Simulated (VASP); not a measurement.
# Sn3C (Fm-3m) in VASP: notebook

Runs on Sn3C. Level: PBE. Tasks: single point, relaxation of cell and atoms.

All numbers are computed with VASP 6.6.1; they aren't measurements. Logs are shortened: lines on timing, memory, paths and dates and some standing lists are left out, and cuts for length are marked.

## Step 1: The cell of the first run

The structure is cubic, space group Fm-3m (No. 225). Conventional cell: a = 7.049 Å, b = 7.049 Å, c = 7.049 Å, α = 90.00°, β = 90.00°, γ = 90.00°. Within 4.0 Å of Sn (site symmetry -43m) lie 10 Sn at 3.05 to 3.52 Å and 4 C at 3.05 Å. Sn (site symmetry m-3m) has 8 Sn at 3.05 Å and 6 C at 3.52 Å within 4.0 Å. C (site symmetry m-3m) has 14 Sn at 3.05 to 3.52 Å within 4.0 Å.

The cell was generated, and may not be a known phase.

## Step 2: Single point, PBE

Contents of INCAR:

```
SYSTEM = Sn3C
PREC     = Accurate       ! precision mode
ENCUT    = 520            ! plane-wave cutoff, eV
EDIFF    = 1E-6           ! SCF threshold, eV
ISMEAR   = 0              ! smearing method
SIGMA    = 0.1            ! smearing width, eV
LREAL    = .FALSE.        ! projectors in reciprocal space
LASPH    = .TRUE.         ! aspherical terms in the spheres
NELM     = 80             ! most SCF steps
ALGO     = Normal         ! electronic algorithm
ISIF     = 2              ! what is computed and relaxed
LWAVE    = .FALSE.        ! write WAVECAR
LCHARG   = .FALSE.        ! write CHGCAR
GGA      = PE             ! functional
NBANDS   = 31             ! bands
```

Contents of KPOINTS:

```
Automatic mesh
0
G
  4 4 4
  0 0 0
```

Contents of POSCAR:

```
Sn3C
1.0
    0.0000000000      3.5247180314      3.5247180314
    3.5247180314      0.0000000000      3.5247180314
    3.5247180314      3.5247180314      0.0000000000
Sn C
3 1
Direct
    0.2500000000      0.2500000000      0.2500000000
    0.7500000000      0.7500000000      0.7500000000
    0.5000000000      0.5000000000      0.5000000000
    0.0000000000      0.0000000000      0.0000000000
```

Potentials or basis: VASP PAW PBE potentials, release 64 (Sn_d, C).

On the command line:

```console
> cat potpaw_PBE.64/Sn_d/POTCAR potpaw_PBE.64/C/POTCAR > POTCAR
> mpirun -np 1 vasp_std > vasp.out
```

OUTCAR:

```text
SYSTEM = Sn3C
   PREC = Accurate
   ENCUT = 520
   EDIFF = 1E-6
   ISMEAR = 0
   LREAL = .FALSE.
   LASPH = .TRUE.
   NELM = 80
   ISIF = 2
   GGA = PE

 ion  position               nearest neighbor table
   1  0.250  0.250  0.250-   3 3.05   3 3.05   3 3.05   3 3.05   2 3.52   2 3.52   2 3.52   2 3.52
                             2 3.52   2 3.52
   2  0.750  0.750  0.750-   3 3.05   3 3.05   3 3.05   3 3.05   1 3.52   1 3.52   1 3.52   1 3.52
                             1 3.52   1 3.52
   3  0.500  0.500  0.500-   1 3.05   2 3.05   1 3.05   1 3.05   1 3.05   2 3.05   2 3.05   2 3.05

   4  0.000  0.000  0.000-

  LATTYP: Found a face centered cubic cell.
 ALAT       =     7.0494360628

  Lattice vectors:

 A1 = (   0.0000000000,   3.5247180314,   3.5247180314)
 A2 = (   3.5247180314,   0.0000000000,   3.5247180314)
 A3 = (   3.5247180314,   3.5247180314,   0.0000000000)

Analysis of symmetry for initial positions (statically):
=====================================================================
 Subroutine PRICEL returns:
 Original cell was already a primitive cell.

 Routine SETGRP: Setting up the symmetry group for a
 face centered cubic supercell.

 Subroutine GETGRP returns: Found 48 space group operations
 (whereof 48 operations were pure point group operations)
 out of a pool of 48 trial point group operations.

The static configuration has the point symmetry O_h .

Analysis of symmetry for dynamics (positions and initial velocities):
=====================================================================
 Subroutine PRICEL returns:
 Original cell was already a primitive cell.

 Routine SETGRP: Setting up the symmetry group for a
 face centered cubic supercell.

 Subroutine GETGRP returns: Found 48 space group operations
 (whereof 48 operations were pure point group operations)
 out of a pool of 48 trial point group operations.

The dynamic configuration has the point symmetry O_h .

 Subroutine INISYM returns: Found 48 space group operations
 (whereof 48 operations are pure point group operations),
 and found     1 'primitive' translations

----------------------------------------------------------------------------------------

                                     Primitive cell

  volume of cell :      87.5796

  direct lattice vectors                    reciprocal lattice vectors
     0.000000000  3.524718031  3.524718031    -0.141855319  0.141855319  0.141855319
     3.524718031  0.000000000  3.524718031     0.141855319 -0.141855319  0.141855319
     3.524718031  3.524718031  0.000000000     0.141855319  0.141855319 -0.141855319

  length of vectors
     4.984704044  4.984704044  4.984704044     0.245700619  0.245700619  0.245700619

  position of ions in fractional coordinates (direct lattice)
     0.250000000  0.250000000  0.250000000
     0.750000000  0.750000000  0.750000000
     0.500000000  0.500000000  0.500000000
     0.000000000  0.000000000  0.000000000

  ion indices of the primitive-cell ions
   primitive index   ion index
                 1           1
                 2           2
                 3           3
                 4           4

----------------------------------------------------------------------------------------

 KPOINTS: Automatic mesh

Automatic generation of k-mesh.
 Grid dimensions read from file:
 generate k-points for:    4    4    4

 Generating k-lattice:

  Cartesian coordinates                     Fractional coordinates (reciprocal lattice)
    -0.035463830  0.035463830  0.035463830     0.250000000  0.000000000  0.000000000
     0.035463830 -0.035463830  0.035463830     0.000000000  0.250000000  0.000000000
     0.035463830  0.035463830 -0.035463830     0.000000000  0.000000000  0.250000000

  Length of vectors
     0.061425155  0.061425155  0.061425155

  Shift w.r.t. Gamma in fractional coordinates (k-lattice)
     0.000000000  0.000000000  0.000000000

 Subroutine IBZKPT returns following result:
 ===========================================

 Found      8 irreducible k-points:

 Following reciprocal coordinates:
            Coordinates               Weight
  0.000000  0.000000  0.000000      1.000000
  0.250000  0.000000  0.000000      8.000000
  0.500000  0.000000  0.000000      4.000000
  0.250000  0.250000  0.000000      6.000000
  0.500000  0.250000  0.000000     24.000000
 -0.250000  0.250000  0.000000     12.000000
  0.500000  0.500000  0.000000      3.000000
 -0.250000  0.500000  0.250000      6.000000
   k-points           NKPTS =      8   k-points in BZ     NKDIM =      8   number of bands    NBANDS=     31
   number of dos      NEDOS =    301   number of ions     NIONS =      4
   total plane-waves  NPLWV =  64000
   dimension x,y,z NGX =    40 NGY =   40 NGZ =   40
   dimension x,y,z NGXF=    80 NGYF=   80 NGZF=   80
   ions per type =               3   1
   NGX,Y,Z   is equivalent  to a cutoff of  13.34, 13.34, 13.34 a.u.
   NGXF,Y,Z  is equivalent  to a cutoff of  26.68, 26.68, 26.68 a.u.
 SYSTEM =  Sn3C
   PREC   = accura    normal or accurate (medium, high low for compatibility)
   ISTART =      0    job   : 0-new  1-cont  2-samecut
   ICHARG =      2    charge: 1-file 2-atom 10-const
   ISPIN  =      1    spin polarized calculation?
   LNONCOLLINEAR =      F non collinear calculations
   LSORBIT =      F    spin-orbit coupling
   LASPH  =      T    aspherical Exc in radial PAW
   ENCUT  =  520.0 eV  38.22 Ry    6.18 a.u.   9.27  9.27  9.27*2*pi/ulx,y,z
   NELM   =     80;   NELMIN=  2; NELMDL= -5     # of ELM steps
   EDIFF  = 0.1E-05   stopping-criterion for ELM
   LREAL  =      F    real-space projection
   EDIFFG = 0.1E-04   stopping-criterion for IOM
   NSW    =      0    number of steps for IOM
   IBRION =     -1    ionic relax: 0-MD 1-quasi-New 2-CG
   NFREE  =      0    steps in history (QN), initial steepest desc. (CG)
   ISIF   =      2    stress and relaxation
   ISYM   =      2    0-nonsym 1-usesym 2-fastsym
   POTIM  = 0.5000    time-step for ionic-motion
   TEBEG  =    0.0;   TEEND  =   0.0 temperature during run
   PSTRESS=    0.0 pullay stress
   NELECT =      46.0000    total number of electrons
   NUPDOWN=      -1.0000    fix difference up-down
   EMIN   =  10.00;   EMAX   =-10.00  energy-range for DOS
   EFERMI =   0.00;   METHOD = LEGACY
   ISMEAR =     0;   SIGMA  =   0.10  broadening in eV -4-tet -1-fermi 0-gaus
   EFERMI_NEDOS =   21; number of points for ismear=-14 and -15
   IALGO  =     38    algorithm
   IMIX   =      4    mixing-type and parameters
     AMIX     =   0.40;   BMIX     =  1.00
     AMIX_MAG =   1.60;   BMIX_MAG =  1.00
  volume/ion in A,a.u.               =      21.89       147.75
  Fermi-wavevector in a.u.,A,eV,Ry     =   1.320869  2.496080 23.738013  1.744695
  Thomas-Fermi vector in A             =   2.450664
   LORBIT       =      0    0 simple, 1 ext, 2 COOP (PROOUT), +10 PAW based schemes
   GGA     = PE    functional components
   LHFCALC =     F    Hartree Fock is set to
   AEXX    =    0.0000 exact exchange contribution
   IVDW    =     0    specifies the selected vdW correction
   LEPSILON=     F    determine dielectric tensor
   LRPA    =     F    only Hartree local field effects (RPA)
 non-spin polarized calculation
 Gauss-broadening in eV      SIGMA  =   0.10
  energy-cutoff  :      520.00
  volume of cell :       87.58
 maximum number of plane-waves:      2397
 NGX is ok and might be reduce to    40
   NGX = 19   NGY = 19   NGZ = 19

 number of electron      46.0000003 magnetization

 Free energy of the ion-electron system (eV)
  ---------------------------------------------------
  ext. energy  EPLUGINS =         0.00000000
  ---------------------------------------------------
  free energy    TOTEN  =       -15.47802760 eV

  energy without entropy =      -15.45083992  energy(sigma->0) =      -15.46443376

 E-fermi :   8.0911     XC(G=0): -10.6505

 val. band max:        8.0433009929   @ k =   0.5000   0.2500   0.0000
 cond. band min:       8.1060223914   @ k =   0.2500   0.2500   0.0000
 fundamental gap:      0.0627213984
 Fermi energy:         8.0910510571

 k-point     1 :       0.0000    0.0000    0.0000
  band No.  band energies     occupation
      1     -13.7487      2.00000
      2     -13.7487      2.00000
      3     -13.7141      2.00000
      4     -13.7141      2.00000
      5     -13.7141      2.00000
      6     -13.6573      2.00000
[... 23 lines left out ...]
     30      13.0464      0.00000
     31      14.9864      0.00000

 k-point     2 :       0.2500    0.0000    0.0000
  band No.  band energies     occupation
      1     -13.7400      2.00000
      2     -13.7400      2.00000
      3     -13.7319      2.00000
      4     -13.7157      2.00000
      5     -13.7157      2.00000
      6     -13.6384      2.00000
[... 23 lines left out ...]
     30      13.7188      0.00000
     31      13.7188      0.00000

 k-point     3 :       0.5000    0.0000    0.0000
  band No.  band energies     occupation
      1     -13.7592      2.00000
      2     -13.7592      2.00000
      3     -13.7152      2.00000
      4     -13.6555      2.00000
      5     -13.6555      2.00000
      6     -13.6259      2.00000
[... 23 lines left out ...]
     30      13.0318      0.00000
     31      15.1222      0.00000

 k-point     4 :       0.2500    0.2500    0.0000
  band No.  band energies     occupation
      1     -13.7556      2.00000
      2     -13.7556      2.00000
      3     -13.7229      2.00000
      4     -13.7034      2.00000
      5     -13.6925      2.00000
      6     -13.6587      2.00000
[... 23 lines left out ...]
     30      13.6610      0.00000
     31      14.0449      0.00000

 k-point     5 :       0.5000    0.2500    0.0000
  band No.  band energies     occupation
      1     -13.7655      2.00000
      2     -13.7533      2.00000
      3     -13.7171      2.00000
      4     -13.6792      2.00000
      5     -13.6781      2.00000
      6     -13.6347      2.00000
[... 23 lines left out ...]
     30      14.0507      0.00000
     31      14.3335      0.00000

 k-point     6 :      -0.2500    0.2500    0.0000
  band No.  band energies     occupation
      1     -13.7560      2.00000
      2     -13.7501      2.00000
      3     -13.7269      2.00000
      4     -13.6923      2.00000
      5     -13.6672      2.00000
      6     -13.6350      2.00000
[... 23 lines left out ...]
     30      13.8719      0.00000
     31      14.6158      0.00000

 k-point     7 :       0.5000    0.5000    0.0000
  band No.  band energies     occupation
      1     -13.7701      2.00000
      2     -13.7701      2.00000
      3     -13.7006      2.00000
      4     -13.6968      2.00000
      5     -13.6898      2.00000
      6     -13.6224      2.00000
[... 23 lines left out ...]
     30      14.1602      0.00000
     31      14.1602      0.00000

 k-point     8 :      -0.2500    0.5000    0.2500
  band No.  band energies     occupation
      1     -13.7629      2.00000
      2     -13.7399      2.00000
      3     -13.7399      2.00000
      4     -13.6717      2.00000
      5     -13.6590      2.00000
      6     -13.6530      2.00000
[... 23 lines left out ...]
     30      13.6918      0.00000
     31      13.6918      0.00000

------------------------ aborting loop because EDIFF is reached ----------------------------------------

  FORCE on cell =-STRESS in cart. coord.  units (eV):
  Direction    XX          YY          ZZ          XY          YZ          ZX
  --------------------------------------------------------------------------------------
  -------------------------------------------------------------------------------------
  Total       -0.0536263     -0.0536263     -0.0536263      0.0000000      0.0000000      0.0000000
  in kB       -0.9810360     -0.9810360     -0.9810360      0.0000000      0.0000000      0.0000000
  external PRESSURE =      -0.9810360 kB  Pullay stress =       0.0000000 kB

 VOLUME and BASIS-vectors are now :
 -----------------------------------------------------------------------------
  energy-cutoff  :      520.00
  volume of cell :       87.58
      direct lattice vectors                 reciprocal lattice vectors
     0.000000000  3.524718031  3.524718031    -0.141855319  0.141855319  0.141855319
     3.524718031  0.000000000  3.524718031     0.141855319 -0.141855319  0.141855319
     3.524718031  3.524718031  0.000000000     0.141855319  0.141855319 -0.141855319

 POSITION                                       TOTAL-FORCE (eV/Angst)
 -----------------------------------------------------------------------------------
      1.76236      1.76236      1.76236        -0.000000     -0.000000     -0.000000
      5.28708      5.28708      5.28708         0.000000      0.000000      0.000000
      3.52472      3.52472      3.52472        -0.000000      0.000000     -0.000000
      0.00000      0.00000      0.00000        -0.000000      0.000000     -0.000000
 -----------------------------------------------------------------------------------
    total drift:                               -0.000000     -0.000000      0.000000

  FREE ENERGIE OF THE ION-ELECTRON SYSTEM (eV)
  ---------------------------------------------------
  free  energy   TOTEN  =       -15.4780276041 eV

  energy  without entropy=      -15.4508399211  energy(sigma->0) =      -15.46443376
```

Run time: 51 s. Hardware: 1 thread of AMD EPYC 7R13, shared host; peak memory 0.2 GiB.

Results:

| Quantity | Value |
| --- | --- |
| Free energy | -15.4780 eV |
| Pressure | -0.1 GPa |
| Band gap on the k mesh | zero (bands 23 and 24 overlap by 2.49 eV) |

Caveat: the k points lie up to 0.39 Å⁻¹ apart, too coarse for converged energies and pressures of a metal; spin-orbit coupling is left out, which moves the levels of the heavy elements.

## Step 3: Single point, PBE

This run uses another cell than the first one, of 23.42 Å³/atom.

Changes to INCAR since step 2:

```diff
@@ -8,3 +8,3 @@
 LASPH    = .TRUE.         ! aspherical terms in the spheres
-NELM     = 80             ! most SCF steps
+NELM     = 60             ! most SCF steps
 ALGO     = Normal         ! electronic algorithm
@@ -12,4 +12,6 @@
 LWAVE    = .FALSE.        ! write WAVECAR
-LCHARG   = .FALSE.        ! write CHGCAR
+LCHARG   = .TRUE.         ! write CHGCAR
 GGA      = PE             ! functional
+LELF     = .TRUE.         ! ELF
+LVHAR    = .TRUE.       
 NBANDS   = 31             ! bands
```

Contents of KPOINTS:

```
regular mesh
0
G
  4 4 4
  0 0 0
```

Contents of POSCAR:

```
Sn3C
1.0
    0.0000000000      3.6046104800      3.6046104800
    3.6046104800      0.0000000000      3.6046104800
    3.6046104800      3.6046104800      0.0000000000
Sn C
3 1
Direct
    0.2500000000      0.2500000000      0.2500000000
    0.7500000000      0.7500000000      0.7500000000
    0.5000000000      0.5000000000      0.5000000000
    0.0000000000      0.0000000000      0.0000000000
```

Potentials or basis: VASP PAW PBE potentials, release 64 (Sn_d, C).

On the command line:

```console
> cat potpaw_PBE.64/Sn_d/POTCAR potpaw_PBE.64/C/POTCAR > POTCAR
> mpirun -np 1 vasp_std > vasp.out
```

Wall time 60 s (1 thread of AMD EPYC 7R13, shared host); peak memory 0.2 GiB.

Results (log left out):

| Quantity | Value |
| --- | --- |
| Free energy | -15.4032 eV |
| Pressure | -3.7 GPa |
| Band gap on the k mesh | zero (bands 23 and 24 overlap by 2.30 eV) |

Levels at points of the mesh, in eV from the Fermi level:
| k point | band 21 | band 22 | band 23 | band 24 | band 25 | band 26 |
| --- | --- | --- | --- | --- | --- | --- |
| (0.00, 0.00, 0.00) | -1.49 | -1.49 | -1.17 | -1.17 | -1.17 | -0.51 |
| (0.50, 0.00, 0.00) | -2.28 | -2.10 | -2.10 | 0.31 | 0.66 | 2.27 |
| (0.50, 0.50, 0.00) | -4.36 | 0.75 | 1.00 | 1.00 | 1.28 | 3.36 |

Caveat: the k points lie up to 0.38 Å⁻¹ apart, too coarse for converged energies and pressures of a metal; spin-orbit coupling is left out, which moves the levels of the heavy elements.

[end of part 1 of 2]

The gap in the log of VASP goes by the Fermi energy; the results here count the filled bands.